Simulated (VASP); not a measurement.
# Cr (I4/mmm) in VASP: notebook

Runs on Cr. Level: PBEsol. Tasks: single point.

All numbers are computed with VASP 6.6.1; they aren't measurements. Logs are shortened: lines on timing, memory, paths and dates and some standing lists are left out, and cuts for length are marked.

### 1 The cell of the first run

The structure is tetragonal, space group I4/mmm (No. 139). Conventional cell: a = 2.983 Å, b = 2.983 Å, c = 2.713 Å, α = 90.00°, β = 90.00°, γ = 90.00°. Cr (site symmetry 4/mmm) has 14 Cr at 2.51 to 2.98 Å within 3.3 Å.

### 2 Single point, PBEsol (biaxial strain in the a-b plane: +6.0 %)

File INCAR:

```
PREC     = Accurate       # precision mode
ENCUT    = 520            # plane-wave cutoff, eV
EDIFF    = 1E-6           # SCF threshold, eV
ISMEAR   = 0              # smearing method
SIGMA    = 0.1            # smearing width, eV
LREAL    = F              # projectors in reciprocal space
LASPH    = T              # aspherical terms in the spheres
NELM     = 100            # most SCF steps
ALGO     = Normal         # electronic algorithm
ISIF     = 2              # what is computed and relaxed
LWAVE    = F              # write WAVECAR
LCHARG   = F              # write CHGCAR
GGA      = PS             # functional
NBANDS   = 19             # bands
```

File KPOINTS:

```
regular mesh
0
Gamma
  14 14 14
```

File POSCAR:

```
Cr
1.0
    2.9831460502      0.0000000000      0.0000000000
    0.0000000000      2.9831460502      0.0000000000
    0.0000000000      0.0000000000      2.7129743324
Cr
2
Direct
    0.0000000000      0.0000000000      0.0000000000
    0.5000000000      0.5000000000      0.5000000000
```

Potentials or basis: VASP PAW PBE potentials, release 64 (Cr_pv).

The run is started by

```
> cat potpaw_PBE.64/Cr_pv/POTCAR > POTCAR
> mpirun -np 1 vasp_std > vasp.out
```

OUTCAR:

```text
PREC = Accurate
   ENCUT = 520
   EDIFF = 1E-6
   ISMEAR = 0
   LREAL = F
   LASPH = T
   NELM = 100
   ISIF = 2
   GGA = PS

 ion  position               nearest neighbor table
   1  0.000  0.000  0.000-   2 2.51   2 2.51   2 2.51   2 2.51   2 2.51   2 2.51   2 2.51   2 2.51

   2  0.500  0.500  0.500-   1 2.51   1 2.51   1 2.51   1 2.51   1 2.51   1 2.51   1 2.51   1 2.51

  LATTYP: Found a simple tetragonal cell.
 ALAT       =     2.9831460502
 C/A-ratio  =     0.9094339622

  Lattice vectors:

 A1 = (   2.9831460502,   0.0000000000,   0.0000000000)
 A2 = (   0.0000000000,   2.9831460502,   0.0000000000)
 A3 = (   0.0000000000,   0.0000000000,   2.7129743324)

Analysis of symmetry for initial positions (statically):
=====================================================================
 Subroutine PRICEL returns following result:

  LATTYP: Found a body centered tetragonal cell.
 ALAT       =     2.9831460502
 C/A-ratio  =     0.9094339622

  Lattice vectors:

 A1 = (  -1.4915730251,  -1.4915730251,  -1.3564871662)
 A2 = (   1.4915730251,   1.4915730251,  -1.3564871662)
 A3 = (   1.4915730251,  -1.4915730251,   1.3564871662)

   2 primitive cells build up your supercell.

 Routine SETGRP: Setting up the symmetry group for a
 simple tetragonal supercell.

 Subroutine GETGRP returns: Found 16 space group operations
 (whereof 16 operations were pure point group operations)
 out of a pool of 16 trial point group operations.

The static configuration has the point symmetry D_4h.

Analysis of symmetry for dynamics (positions and initial velocities):
=====================================================================
 Subroutine PRICEL returns following result:

  LATTYP: Found a body centered tetragonal cell.
 ALAT       =     2.9831460502
 C/A-ratio  =     0.9094339622

  Lattice vectors:

 A1 = (  -1.4915730251,  -1.4915730251,  -1.3564871662)
 A2 = (   1.4915730251,   1.4915730251,  -1.3564871662)
 A3 = (   1.4915730251,  -1.4915730251,   1.3564871662)

   2 primitive cells build up your supercell.

 Routine SETGRP: Setting up the symmetry group for a
 simple tetragonal supercell.

 Subroutine GETGRP returns: Found 16 space group operations
 (whereof 16 operations were pure point group operations)
 out of a pool of 16 trial point group operations.

The dynamic configuration has the point symmetry D_4h.

 Subroutine INISYM returns: Found 16 space group operations
 (whereof 16 operations are pure point group operations),
 and found     2 'primitive' translations

----------------------------------------------------------------------------------------

                                     Primitive cell

  volume of cell :      12.0716

  direct lattice vectors                    reciprocal lattice vectors
    -1.491573025 -1.491573025 -1.356487166    -0.000000000 -0.335216574 -0.368599138
     1.491573025  1.491573025 -1.356487166     0.335216574  0.000000000 -0.368599138
     1.491573025 -1.491573025  1.356487166     0.335216574 -0.335216574  0.000000000

  length of vectors
     2.507914993  2.507914993  2.507914993     0.498232352  0.498232352  0.474067826

  position of ions in fractional coordinates (direct lattice)
     0.000000000  0.000000000  0.000000000

  ion indices of the primitive-cell ions
   primitive index   ion index
                 1           1

----------------------------------------------------------------------------------------

 KPOINTS: regular mesh

Automatic generation of k-mesh.
 Grid dimensions read from file:
 generate k-points for:   14   14   14

 Generating k-lattice:

  Cartesian coordinates                     Fractional coordinates (reciprocal lattice)
     0.023944041  0.000000000  0.000000000     0.071428571  0.000000000  0.000000000
     0.000000000  0.023944041  0.000000000     0.000000000  0.071428571  0.000000000
     0.000000000  0.000000000  0.026328510     0.000000000  0.000000000  0.071428571

  Length of vectors
     0.023944041  0.023944041  0.026328510

  Shift w.r.t. Gamma in fractional coordinates (k-lattice)
     0.000000000  0.000000000  0.000000000

 Subroutine IBZKPT returns following result:
 ===========================================

 Found    288 irreducible k-points:

 Following reciprocal coordinates:
            Coordinates               Weight
  0.000000  0.000000  0.000000      1.000000
  0.071429  0.000000  0.000000      4.000000
  0.142857  0.000000  0.000000      4.000000
  0.214286  0.000000  0.000000      4.000000
  0.285714  0.000000  0.000000      4.000000
  0.357143  0.000000  0.000000      4.000000
[... 16 lines left out ...]
  0.285714  0.214286  0.000000      8.000000
  0.357143  0.214286  0.000000      8.000000
 [... further k-points ...]
   k-points           NKPTS =    288   k-points in BZ     NKDIM =    288   number of bands    NBANDS=     19
   number of dos      NEDOS =    301   number of ions     NIONS =      2
   total plane-waves  NPLWV =  11520
   dimension x,y,z NGX =    24 NGY =   24 NGZ =   20
   dimension x,y,z NGXF=    48 NGYF=   48 NGZF=   40
   ions per type =               2
   NGX,Y,Z   is equivalent  to a cutoff of  13.37, 13.37, 12.26 a.u.
   NGXF,Y,Z  is equivalent  to a cutoff of  26.75, 26.75, 24.51 a.u.
 SYSTEM =  unknown system
   PREC   = accura    normal or accurate (medium, high low for compatibility)
   ISTART =      0    job   : 0-new  1-cont  2-samecut
   ICHARG =      2    charge: 1-file 2-atom 10-const
   ISPIN  =      1    spin polarized calculation?
   LNONCOLLINEAR =      F non collinear calculations
   LSORBIT =      F    spin-orbit coupling
   LASPH  =      T    aspherical Exc in radial PAW
   ENCUT  =  520.0 eV  38.22 Ry    6.18 a.u.   5.55  5.55  5.04*2*pi/ulx,y,z
   NELM   =    100;   NELMIN=  2; NELMDL= -5     # of ELM steps
   EDIFF  = 0.1E-05   stopping-criterion for ELM
   LREAL  =      F    real-space projection
   EDIFFG = 0.1E-04   stopping-criterion for IOM
   NSW    =      0    number of steps for IOM
   IBRION =     -1    ionic relax: 0-MD 1-quasi-New 2-CG
   NFREE  =      0    steps in history (QN), initial steepest desc. (CG)
   ISIF   =      2    stress and relaxation
   ISYM   =      2    0-nonsym 1-usesym 2-fastsym
   POTIM  = 0.5000    time-step for ionic-motion
   TEBEG  =    0.0;   TEEND  =   0.0 temperature during run
   PSTRESS=    0.0 pullay stress
   NELECT =      24.0000    total number of electrons
   NUPDOWN=      -1.0000    fix difference up-down
   EMIN   =  10.00;   EMAX   =-10.00  energy-range for DOS
   EFERMI =   0.00;   METHOD = LEGACY
   ISMEAR =     0;   SIGMA  =   0.10  broadening in eV -4-tet -1-fermi 0-gaus
   EFERMI_NEDOS =   21; number of points for ismear=-14 and -15
   IALGO  =     38    algorithm
   IMIX   =      4    mixing-type and parameters
     AMIX     =   0.40;   BMIX     =  1.00
     AMIX_MAG =   1.60;   BMIX_MAG =  1.00
  volume/ion in A,a.u.               =      12.07        81.46
  Fermi-wavevector in a.u.,A,eV,Ry     =   1.633856  3.087539 36.320537  2.669484
  Thomas-Fermi vector in A             =   2.725591
   LORBIT       =      0    0 simple, 1 ext, 2 COOP (PROOUT), +10 PAW based schemes
   GGA     = PS    functional components
   LHFCALC =     F    Hartree Fock is set to
   AEXX    =    0.0000 exact exchange contribution
   IVDW    =     0    specifies the selected vdW correction
   LEPSILON=     F    determine dielectric tensor
   LRPA    =     F    only Hartree local field effects (RPA)
 non-spin polarized calculation
 Gauss-broadening in eV      SIGMA  =   0.10
  energy-cutoff  :      520.00
  volume of cell :       24.14
 maximum number of plane-waves:       674
 NGX is ok and might be reduce to    24
   NGX = 11   NGY = 11   NGZ = 11

 number of electron      23.9999993 magnetization

 Free energy of the ion-electron system (eV)
  ---------------------------------------------------
  ext. energy  EPLUGINS =         0.00000000
  ---------------------------------------------------
  free energy    TOTEN  =       -20.22235980 eV

  energy without entropy =      -20.21248788  energy(sigma->0) =      -20.21742384

 E-fermi :  10.1966     XC(G=0): -13.5746

 val. band max:       10.1939752196   @ k =   0.2857   0.0714   0.0714
 cond. band min:      10.1986415104   @ k =   0.2857   0.1429   0.0000
 fundamental gap:      0.0046662908
 Fermi energy:        10.1966421211

 k-point     1 :       0.0000    0.0000    0.0000
  band No.  band energies     occupation
      1     -33.0376      2.00000
      2     -33.0376      2.00000
      3     -32.8299      2.00000
      4     -32.4418      2.00000
      5     -32.4418      2.00000
      6     -32.3766      2.00000
[... 11 lines left out ...]
     18      17.2793      0.00000
     19      17.2811      0.00000

 k-point     2 :       0.0714    0.0000    0.0000
  band No.  band energies     occupation
      1     -33.0355      2.00000
      2     -33.0299      2.00000
      3     -32.8240      2.00000
      4     -32.4549      2.00000
      5     -32.4490      2.00000
      6     -32.3820      2.00000
[... 11 lines left out ...]
     18      17.2791      0.00000
     19      17.2811      0.00000

 k-point     3 :       0.1429    0.0000    0.0000
  band No.  band energies     occupation
      1     -33.0284      2.00000
      2     -33.0073      2.00000
      3     -32.8065      2.00000
      4     -32.4926      2.00000
      5     -32.4704      2.00000
      6     -32.3980      2.00000
[... 11 lines left out ...]
     18      17.2756      0.00000
     19      17.2810      0.00000

 k-point     4 :       0.2143    0.0000    0.0000
  band No.  band energies     occupation
      1     -33.0145      2.00000
      2     -32.9709      2.00000
      3     -32.7784      2.00000
      4     -32.5506      2.00000
      5     -32.5050      2.00000
      6     -32.4239      2.00000
[... 11 lines left out ...]
     18      16.2316      0.00000
     19      17.2816      0.00000

 k-point     5 :       0.2857    0.0000    0.0000
  band No.  band energies     occupation
      1     -32.9915      2.00000
      2     -32.9228      2.00000
      3     -32.7414      2.00000
      4     -32.6225      2.00000
      5     -32.5511      2.00000
      6     -32.4586      2.00000
[... 11 lines left out ...]
     18      14.8546      0.00000
     19      17.2808      0.00000

 k-point     6 :       0.3571    0.0000    0.0000
  band No.  band energies     occupation
      1     -32.9571      2.00000
      2     -32.8654      2.00000
      3     -32.7008      2.00000
      4     -32.6973      2.00000
      5     -32.6067      2.00000
      6     -32.5005      2.00000
[... 11 lines left out ...]
     18      13.6511      0.00000
     19      17.2806      0.00000

 k-point     7 :       0.4286    0.0000    0.0000
  band No.  band energies     occupation
      1     -32.9097      2.00000
      2     -32.8018      2.00000
      3     -32.7784      2.00000
      4     -32.6691      2.00000
      5     -32.6486      2.00000
      6     -32.5477      2.00000
[... 11 lines left out ...]
     18      12.7365      0.00000
     19      17.2806      0.00000

 k-point     8 :       0.5000    0.0000    0.0000
  band No.  band energies     occupation
      1     -32.8495      2.00000
      2     -32.8495      2.00000
      3     -32.7352      2.00000
      4     -32.7352      2.00000
      5     -32.5979      2.00000
      6     -32.5979      2.00000
[... 256 lines left out ...]
 k-point    20 :       0.4286    0.1429    0.0000
  band No.  band energies     occupation
      1     -33.0383      2.00000
      2     -32.9216      2.00000
      3     -32.6753      2.00000
      4     -32.6420      2.00000
      5     -32.5544      2.00000
      6     -32.5510      2.00000
[... 11 lines left out ...]
     18      12.9606      0.00000
     19      17.2804      0.00000

 k-point    21 :       0.5000    0.1429    0.0000
  band No.  band energies     occupation
      1     -32.9875      2.00000
      2     -32.9875      2.00000
      3     -32.6123      2.00000
      4     -32.6123      2.00000
      5     -32.5962      2.00000
      6     -32.5962      2.00000
[... 11 lines left out ...]
     18      12.2257      0.00000
     19      17.2804      0.00000

 k-point    22 :       0.2143    0.2143    0.0000
  band No.  band energies     occupation
      1     -33.1208      2.00000
      2     -32.8000      2.00000
      3     -32.7636      2.00000
      4     -32.7372      2.00000
      5     -32.4599      2.00000
      6     -32.4312      2.00000
[... 11 lines left out ...]
     18      16.5495      0.00000
     19      17.2777      0.00000

 k-point    23 :       0.2857    0.2143    0.0000
  band No.  band energies     occupation
      1     -33.1361      2.00000
      2     -32.8527      2.00000
      3     -32.7321      2.00000
      4     -32.7076      2.00000
      5     -32.4865      2.00000
      6     -32.4371      2.00000
[... 11 lines left out ...]
     18      15.5094      0.00000
     19      17.2789      0.00000

 k-point    24 :       0.3571    0.2143    0.0000
  band No.  band energies     occupation
      1     -33.1339      2.00000
      2     -32.9374      2.00000
      3     -32.6727      2.00000
      4     -32.6652      2.00000
      5     -32.5187      2.00000
      6     -32.4595      2.00000
[... 11 lines left out ...]
     18      14.2521      0.00000
     19      17.2797      0.00000

 [... further k-points ...]
[... 5 lines left out ...]
  --------------------------------------------------------------------------------------
  -------------------------------------------------------------------------------------
  Total       -4.1899313     -4.1899313      0.2446913      0.0000000      0.0000000     -0.0000000
  in kB     -278.0499123   -278.0499123     16.2380706      0.0000000      0.0000000     -0.0000000
  external PRESSURE =    -179.9539180 kB  Pullay stress =       0.0000000 kB

 VOLUME and BASIS-vectors are now :
 -----------------------------------------------------------------------------
  energy-cutoff  :      520.00
  volume of cell :       24.14
      direct lattice vectors                 reciprocal lattice vectors
     2.983146050  0.000000000  0.000000000     0.335216574  0.000000000  0.000000000
     0.000000000  2.983146050  0.000000000     0.000000000  0.335216574  0.000000000
     0.000000000  0.000000000  2.712974332     0.000000000  0.000000000  0.368599138

 POSITION                                       TOTAL-FORCE (eV/Angst)
 -----------------------------------------------------------------------------------
      0.00000      0.00000      0.00000        -0.000000     -0.000000     -0.000000
      1.49157      1.49157      1.35649         0.000000      0.000000      0.000000
 -----------------------------------------------------------------------------------
    total drift:                                0.000000      0.000000     -0.000000

  FREE ENERGIE OF THE ION-ELECTRON SYSTEM (eV)
  ---------------------------------------------------
  free  energy   TOTEN  =       -20.2223598046 eV

  energy  without entropy=      -20.2124878830  energy(sigma->0) =      -20.21742384
```

It took 44 s on 1 thread of Intel Xeon Platinum 8488C (Sapphire Rapids), shared host; peak memory 0.22 GiB.

Results:

```yaml
Free_energy: -20.2224 eV
Pressure: -18.0 GPa
Band_gap_on_the_k_mesh: zero (band 12 reaches 11.21 eV, above the bottom of band 13 at 9.53 eV)
```

Levels at points of the mesh, in eV from the Fermi level:
```
           k point  band 10  band 11  band 12  band 13  band 14  band 15
(0.00, 0.00, 0.00)    -1.31    -0.52    -0.52     0.60     1.41     2.29
(0.50, 0.00, 0.00)    -1.80    -0.52    -0.52     0.10     0.10     0.82
(0.50, 0.50, 0.00)    -1.65     0.48     0.48     0.51     0.51     1.13
(0.00, 0.00, 0.50)    -1.49    -0.67    -0.67    -0.67    -0.67     0.50
(0.50, 0.00, 0.50)    -2.56     1.02     1.02     1.35     1.35     1.83
(0.50, 0.50, 0.50)    -2.35    -1.93    -1.93     1.24     1.24     1.66
```

Caveat: the cell differs from its parent crystal (biaxial strain in the a-b plane: +6.0 %); the PAW data sets were made with another functional, which shifts forces and pressure a little; the run has no spin polarisation, though such a crystal can be magnetic.

### 3 Single point, PBEsol (biaxial strain in the a-b plane: +6.0 %, then relaxed in part)

File INCAR:

```
SYSTEM = Cr
PREC = Accurate ; ENCUT = 520
EDIFF = 1E-7 ; ISMEAR = 0
SIGMA = 0.1 ; LREAL = .False.
LASPH = .True. ; NELM = 80
ALGO = Normal ; ISIF = 2
LWAVE = .False. ; LCHARG = .True.
GGA = PS ; LELF = .True.
LVHAR = .True. ; NBANDS = 19
```

File KPOINTS:

```
Automatic mesh
0
Gamma
  14 14 14
  0 0 0
```

Changes to POSCAR since step 2:

```diff
@@ -4,3 +4,3 @@
     0.0000000000      2.9831460502      0.0000000000
-    0.0000000000      0.0000000000      2.7129743324
+    0.0000000000      0.0000000000      2.7270322517
 Cr
```

Potentials or basis: VASP PAW PBE potentials, release 64 (Cr_pv).

The run is started by

```
> cat potpaw_PBE.64/Cr_pv/POTCAR > POTCAR
> mpirun -np 1 vasp_std > vasp.out
```

Wall time 51 s (1 thread of Intel Xeon Platinum 8488C (Sapphire Rapids), shared host); peak memory 0.22 GiB.

It converged, with:

- Free energy: -20.2228 eV
- Pressure: -19.1 GPa
- Band gap on the k mesh: zero (band 12 reaches 11.14 eV, above the bottom of band 13 at 9.48 eV)

Stress tensor (GPa, compression positive):
```
-28.38   0.00   0.00
  0.00 -28.38   0.00
  0.00   0.00  -0.60
```

Levels at points of the mesh, in eV from the Fermi level:
| k point | band 9 | band 10 | band 11 | band 12 | band 13 | band 14 | band 15 | band 16 |
| --- | --- | --- | --- | --- | --- | --- | --- | --- |
| (0.00, 0.00, 0.00) | -3.90 | -1.28 | -0.54 | -0.54 | 0.62 | 1.38 | 2.28 | 2.28 |
| (0.50, 0.00, 0.00) | -1.78 | -1.78 | -0.51 | -0.51 | 0.07 | 0.07 | 0.80 | 0.80 |
| (0.50, 0.50, 0.00) | -1.68 | -1.68 | 0.50 | 0.50 | 0.53 | 0.53 | 1.13 | 1.13 |
| (0.00, 0.00, 0.50) | -1.49 | -1.49 | -0.65 | -0.65 | -0.65 | -0.65 | 0.50 | 0.50 |
| (0.50, 0.00, 0.50) | -2.53 | -2.53 | 1.02 | 1.02 | 1.31 | 1.31 | 1.79 | 1.79 |
| (0.50, 0.50, 0.50) | -2.33 | -2.33 | -1.94 | -1.94 | 1.24 | 1.24 | 1.63 | 1.63 |

Caveat: the cell differs from its parent crystal (biaxial strain in the a-b plane: +6.0 %, then relaxed in part); the PAW data sets were made with another functional, which shifts forces and pressure a little; the run has no spin polarisation, though such a crystal can be magnetic. Spin polarisation is off, so any magnetic state and its effect on volume and gap are missing.
